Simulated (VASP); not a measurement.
Hf2N, 6 atoms in the cell. It takes space group P4_2/mnm (No. 136, tetragonal). Conventional cell: a = 5.069 Å, b = 5.069 Å, c = 3.100 Å, α = 90.00°, β = 90.00°, γ = 90.00°. Within 2.8 Å of Hf (site symmetry m2m) lie 3 N at 2.11 to 2.14 Å. Within 2.8 Å of N (site symmetry mmm) lie 6 Hf at 2.11 to 2.14 Å. 

| Item | Value |
| --- | --- |
| Program | VASP 6.6.1 |
| Task | single point |
| Functional | PBEsol |
| Potentials or basis | VASP PAW PBE potentials, release 64 (Hf_pv, N) |
| Cutoff | 520 eV |
| k mesh | 8 × 8 × 12 |
| Occupations | gaussian, width 0.1 eV |
| Spin | no spin polarisation |
| Dipole correction | no |
| Further INCAR settings | ALGO = Normal; EDIFF = 1e-06; NBANDS = 34 |

Potentials or basis: VASP PAW PBE potentials, release 64 (Hf_pv, N).

The run is started by

```bash
$ cat potpaw_PBE.64/Hf_pv/POTCAR potpaw_PBE.64/N/POTCAR > POTCAR
$ mpirun -np 1 vasp_std > vasp.out
```

Hardware: 1 thread of Intel Xeon 8259CL, on a shared host.

Estimate the wall time of this run.

It took 5.4 min on 1 thread of Intel Xeon 8259CL, on a shared host, peak memory 0.34 GiB. Counts: scf iterations 14, k points 105.
